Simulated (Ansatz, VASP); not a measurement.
Two plane-wave programs on BaTiO3

INCAR

```
PREC = Accurate ; ENCUT = 520
EDIFF = 1E-6 ; ISMEAR = 0
SIGMA = 0.05 ; LREAL = Auto
LASPH = True ; NELM = 80
ALGO = Normal ; ISIF = 2
LWAVE = False ; LCHARG = False
GGA = PE ; NBANDS = 186
```

Contents of KPOINTS:

```
regular mesh
0
Gamma
  2 2 2
```

File POSCAR:

```
BaTiO3
1.0
    8.0120000000      0.0000000000      0.0000000000
    0.0000000000      8.0120000000      0.0000000000
    0.0000000000      0.0000000000      8.0120000000
Ba Ti O
8 8 24
Direct
    0.2500000000      0.2500000000      0.2500000000
    0.2500000000      0.2500000000      0.7500000000
    0.2500000000      0.7500000000      0.2500000000
    0.2500000000      0.7500000000      0.7500000000
    0.7500000000      0.2500000000      0.2500000000
    0.7500000000      0.2500000000      0.7500000000
    0.7500000000      0.7500000000      0.2500000000
    0.7500000000      0.7500000000      0.7500000000
    0.0000000000      0.0000000000      0.0000000000
    0.0000000000      0.0000000000      0.5000000000
    0.0000000000      0.5000000000      0.0000000000
    0.0000000000      0.5000000000      0.5000000000
    0.5000000000      0.0000000000      0.0000000000
    0.5000000000      0.0000000000      0.5000000000
    0.5000000000      0.5000000000      0.0000000000
    0.5000000000      0.5000000000      0.5000000000
    0.2500000000      0.0000000000      0.0000000000
    0.2500000000      0.0000000000      0.5000000000
    0.2500000000      0.5000000000      0.0000000000
    0.2500000000      0.5000000000      0.5000000000
    0.7500000000      0.0000000000      0.0000000000
    0.7500000000      0.0000000000      0.5000000000
    0.7500000000      0.5000000000      0.0000000000
    0.7500000000      0.5000000000      0.5000000000
    0.0000000000      0.2500000000      0.0000000000
    0.0000000000      0.2500000000      0.5000000000
    0.0000000000      0.7500000000      0.0000000000
    0.0000000000      0.7500000000      0.5000000000
    0.5000000000      0.2500000000      0.0000000000
    0.5000000000      0.2500000000      0.5000000000
    0.5000000000      0.7500000000      0.0000000000
    0.5000000000      0.7500000000      0.5000000000
    0.0000000000      0.0000000000      0.2500000000
    0.0000000000      0.0000000000      0.7500000000
    0.0000000000      0.5000000000      0.2500000000
    0.0000000000      0.5000000000      0.7500000000
    0.5000000000      0.0000000000      0.2500000000
    0.5000000000      0.0000000000      0.7500000000
    0.5000000000      0.5000000000      0.2500000000
    0.5000000000      0.5000000000      0.7500000000
```

Input for Ansatz:

```yaml
crystal:
  lattice:
    - [8.012, 0.0, 0.0]
    - [0.0, 8.012, 0.0]
    - [0.0, 0.0, 8.012]
  atoms:
    - { symbol: Ba, position: [0.25, 0.25, 0.25] }
    - { symbol: Ba, position: [0.25, 0.25, 0.75] }
    - { symbol: Ba, position: [0.25, 0.75, 0.25] }
    - { symbol: Ba, position: [0.25, 0.75, 0.75] }
    - { symbol: Ba, position: [0.75, 0.25, 0.25] }
    - { symbol: Ba, position: [0.75, 0.25, 0.75] }
    - { symbol: Ba, position: [0.75, 0.75, 0.25] }
    - { symbol: Ba, position: [0.75, 0.75, 0.75] }
    - { symbol: Ti, position: [0.0, 0.0, 0.0] }
    - { symbol: Ti, position: [0.0, 0.0, 0.5] }
    - { symbol: Ti, position: [0.0, 0.5, 0.0] }
    - { symbol: Ti, position: [0.0, 0.5, 0.5] }
    - { symbol: Ti, position: [0.5, 0.0, 0.0] }
    - { symbol: Ti, position: [0.5, 0.0, 0.5] }
    - { symbol: Ti, position: [0.5, 0.5, 0.0] }
    - { symbol: Ti, position: [0.5, 0.5, 0.5] }
    - { symbol: O, position: [0.25, 0.0, 0.0] }
    - { symbol: O, position: [0.25, 0.0, 0.5] }
    - { symbol: O, position: [0.25, 0.5, 0.0] }
    - { symbol: O, position: [0.25, 0.5, 0.5] }
    - { symbol: O, position: [0.75, 0.0, 0.0] }
    - { symbol: O, position: [0.75, 0.0, 0.5] }
    - { symbol: O, position: [0.75, 0.5, 0.0] }
    - { symbol: O, position: [0.75, 0.5, 0.5] }
    - { symbol: O, position: [0.0, 0.25, 0.0] }
    - { symbol: O, position: [0.0, 0.25, 0.5] }
    - { symbol: O, position: [0.0, 0.75, 0.0] }
    - { symbol: O, position: [0.0, 0.75, 0.5] }
    - { symbol: O, position: [0.5, 0.25, 0.0] }
    - { symbol: O, position: [0.5, 0.25, 0.5] }
    - { symbol: O, position: [0.5, 0.75, 0.0] }
    - { symbol: O, position: [0.5, 0.75, 0.5] }
    - { symbol: O, position: [0.0, 0.0, 0.25] }
    - { symbol: O, position: [0.0, 0.0, 0.75] }
    - { symbol: O, position: [0.0, 0.5, 0.25] }
    - { symbol: O, position: [0.0, 0.5, 0.75] }
    - { symbol: O, position: [0.5, 0.0, 0.25] }
    - { symbol: O, position: [0.5, 0.0, 0.75] }
    - { symbol: O, position: [0.5, 0.5, 0.25] }
    - { symbol: O, position: [0.5, 0.5, 0.75] }
basis:
  ecutwfc: 420
  fft_grid_basis: typed
kpoints:
  mp_grid: { grid: [2, 2, 2] }
hamiltonian:
  xc: pbe
  pseudopotentials: { kind: paw }
scf:
  occupations: { method: gaussian, width: 0.05 }
output:
  forces: true
  stress: false
  eigenvalues: true
  bader: false
  write_density: true
  volumetric_format: npy
```

Alike in both runs: task single point; functional PBE; k mesh 2 × 2 × 2; occupations gaussian, width 0.05 eV; no spin polarisation.

```csv
,VASP,Ansatz
version,VASP 6.6.1,Ansatz 0.2.0
potentials or method,"VASP PAW PBE potentials, release 64 (Ba_sv, Ti_sv, O), cutoff 520 eV","scalar-relativistic, plane waves, PAW"
valence electrons in the cell,320,320
```

```tsv
	VASP	Ansatz	Ansatz less VASP
gap on the k mesh at the Fermi level (eV)	1.72	1.79	+0.066
```

Neither program's run includes spin-orbit coupling.
